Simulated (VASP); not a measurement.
Write the native input for VASP 6.6.1 that does the following.

```yaml
Task: relaxation of shape and atoms at fixed volume
Functional: PBE
Potentials_or_basis: VASP PAW PBE potentials, release 64 (Pt, Sb)
Cutoff: 600 eV
k_mesh: 10 × 10 × 6
Occupations: gaussian, width 0.05 eV
Spin: no spin polarisation
Dipole_correction: no
Further_INCAR_settings: ALGO = Normal; EDIFF = 1e-07; IBRION = 2; EDIFFG = -0.01; NSW = 60; ISIF = 4
```

The structure of Sb2Pt lies in POSCAR:

```
Sb2Pt
1.0
    4.0868753679      0.0000000000      0.0000000000
   -2.0434376839      3.5393378907      0.0000000000
    0.0000000000      0.0000000000      5.2605155287
Pt Sb
1 2
Direct
    0.0000000000      0.0000000000      0.0000000000
    0.3333333333      0.6666666667      0.2584105895
    0.6666666667      0.3333333333      0.7415894105
```

The input as run:

INCAR

```
SYSTEM = Sb2Pt
  ALGO = Normal
  EDIFF = 1E-7
  EDIFFG = -0.01
  ENCUT = 600
  GGA = PE
  IBRION = 2
  ISIF = 4
  ISMEAR = 0
  LASPH = .True.
  LCHARG = .False.
  LREAL = .False.
  LWAVE = .False.
  NELM = 80
  NSW = 60
  PREC = Accurate
  SIGMA = 0.05
```

KPOINTS

```
k-points
0
Gamma
  10 10 6
  0 0 0
```

Potentials or basis: VASP PAW PBE potentials, release 64 (Pt, Sb).

Launch:

```console
$ cat potpaw_PBE.64/Pt/POTCAR potpaw_PBE.64/Sb/POTCAR > POTCAR
$ mpirun -np 1 vasp_std > vasp.out
```

It gave:

```yaml
Energy_gained_by_relaxing: 1.5 meV/atom
Ionic_steps: 4
Pressure_after_relaxing: -1.2 GPa
Largest_force_after_relaxing: 0.007 eV/Å
Band_gap_on_the_k_mesh: zero (bands 10 and 11 overlap by 3.05 eV)
```

Caveat: spin-orbit coupling is left out, which moves the levels of the heavy elements.

It took 2.8 min on 1 thread of Intel(R) Xeon(R) Platinum 8259CL CPU @ 2.50GHz (Skylake/Cascade Lake), with other jobs on the host, peak memory 0.29 GiB.
